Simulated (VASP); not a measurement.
A run of VASP 6.6.1 is set up as follows.

Contents of INCAR:

```
PREC = Accurate
ENCUT = 520
EDIFF = 1E-7
ISMEAR = -1
SIGMA = 0.05
LREAL = F
LASPH = T
NELM = 150
ALGO = Normal
ISIF = 2
LWAVE = F
LCHARG = F
LNONCOLLINEAR = T
MAGMOM = -0.218 -0.046 -0.642 0.56 -0.861 0.08 0 0 0 0 0 0
LORBIT = 11
LMAXMIX = 4
GGA = PS
NBANDS = 45
```

File KPOINTS:

```
Automatic mesh
0
Gamma
  6 6 5
```

The input POSCAR:

```
CoNiO2
1.0
    3.0143330000      0.0000000000      0.0000000000
    0.0000000000      3.0143330000      0.0000000000
    0.0000000000      0.0000000000      4.2222850000
Ni Co O
1 1 2
Direct
    0.0000000000      0.0000000000      0.0000000000
    0.5000000000      0.5000000000      0.5000000000
    0.0000000000      0.0000000000      0.5000000000
    0.5000000000      0.5000000000      0.0000000000
```

Potentials or basis: VASP PAW PBE potentials, release 64 (Ni, Co, O).

The run is started by

```bash
$ cat potpaw_PBE.64/Ni/POTCAR potpaw_PBE.64/Co/POTCAR potpaw_PBE.64/O/POTCAR > POTCAR
$ mpirun -np 1 vasp_ncl > vasp.out
```

Predict the net moment.

4.20 μB per cell.

What does it give for the pressure?

-13.5 GPa.

Estimate the band gap on the k mesh.

zero (bands 31 and 32 overlap by 0.78 eV).

Stress tensor (GPa, compression positive):
```
-13.78   0.00   0.00
  0.00 -13.78   0.00
  0.00   0.00 -13.08
```

Caveat: the cell stands under tension; the PAW data sets were made with another functional, which shifts forces and pressure a little; semilocal functionals often make such compounds metallic where correlation or magnetic order opens a gap, which also shifts bond lengths. With open d or f shells a metallic result of PBEsol can be an artefact of self-interaction; +U or a hybrid may open a gap.
